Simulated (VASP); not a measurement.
Crystal: Rh.

```
Rh
1.0
     0.00000    1.89964    1.89964
     1.89964    0.00000    1.89964
     1.89964    1.89964    0.00000
Rh
1
Direct
  0.00000 0.00000 0.00000
```

Base run:

- Program: VASP 6.6.1
- Functional: r2SCAN
- Potentials or basis: VASP PAW PBE potentials, release 64 (Rh_sv_GW)
- Cutoff: 580 eV
- k mesh: 12 × 12 × 12
- Occupations: fermi-dirac, width 0.05 eV
- Spin: no spin polarisation

Its results: pressure -1.6 GPa.

**Question.** The run is repeated on the same cell with these changes: potentials or basis from VASP PAW PBE potentials, release 64 (Rh_sv_GW) to VASP PAW PBE potentials, release 64 (Rh_pv); cutoff from 580 eV to 520 eV; further incar settings from ALGO = Normal; EDIFF = 1e-06; NBANDS = 14 to ALGO = Normal; EDIFF = 1e-07; NBANDS = 14; valence electrons from 17 to 15. What comes out?

**Answer.** Pressure 1.2 GPa.

Caveats: the PAW data sets were made with another functional, which shifts forces and pressure a little.
